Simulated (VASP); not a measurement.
Input of a VASP 6.6.1 run:

File INCAR:

```
PREC = Accurate
ENCUT = 520
EDIFF = 1E-7
ISMEAR = -1
SIGMA = 0.1
LREAL = F
LASPH = T
NELM = 100
ALGO = Fast
ISIF = 2
LWAVE = F
LCHARG = F
GGA = PS
NBANDS = 56
```

The input KPOINTS:

```
Automatic mesh
0
Gamma
  4 4 3
  0 0.5 0.5
```

POSCAR

```
CuNi2As2O8
1.0
    4.8932472800      0.0000000000      0.0000000000
    1.9569945800      5.1152129200      0.0000000000
    0.3988707800      1.9737340700      6.3737754800
Cu Ni As O
1 2 2 8
Direct
    0.5000000000      0.0000000000      0.5000000000
    0.2118400000      0.7381700000      0.1917100000
    0.7881600000      0.2618300000      0.8082900000
    0.8665000000      0.3392000000      0.2814600000
    0.1335000000      0.6608000000      0.7185400000
    0.1796000000      0.3337000000      0.3316000000
    0.8204000000      0.6663000000      0.6684000000
    0.7335000000      0.2257000000      0.4930000000
    0.2665000000      0.7743000000      0.5070000000
    0.8902000000      0.1502000000      0.1410000000
    0.1098000000      0.8498000000      0.8590000000
    0.6756000000      0.6372000000      0.1722000000
    0.3244000000      0.3628000000      0.8278000000
```

Potentials or basis: VASP PAW PBE potentials, release 64 (Cu, Ni, As, O).

The run is started by

```console
$ cat potpaw_PBE.64/Cu/POTCAR potpaw_PBE.64/Ni/POTCAR potpaw_PBE.64/As/POTCAR potpaw_PBE.64/O/POTCAR > POTCAR
$ mpirun -np 1 vasp_std > vasp.out
```

Question: Estimate the band gap on the k mesh.

Answer: Zero (an odd number of electrons rules out a gap without spin polarisation).

Question: Predict the pressure.

Answer: 26.4 GPa.

Forces on the atoms (eV/Å):
```
Cu   0.000  0.000  0.000
Ni   0.219  0.426 -0.025
Ni  -0.219 -0.426  0.025
As   0.596 -0.810  0.377
As  -0.596  0.810 -0.377
O    8.476  0.827  1.563
O   -8.476 -0.827 -1.563
O   -4.314 -1.045  8.177
O    4.314  1.045 -8.177
O   -1.652 -7.743 -5.861
O    1.652  7.743  5.861
O   -3.452  8.538 -4.397
O    3.452 -8.538  4.397
```

Caveat: the cell stands under pressure; the PAW data sets were made with another functional, which shifts forces and pressure a little; an odd number of electrons without spin polarisation forces a metal; a magnetic or distorted state may lie lower; the run has no spin polarisation, though such a crystal can be magnetic; semilocal functionals often make such compounds metallic where correlation or magnetic order opens a gap, which also shifts bond lengths. With open d or f shells a metallic result of PBEsol can be an artefact of self-interaction; +U or a hybrid may open a gap.
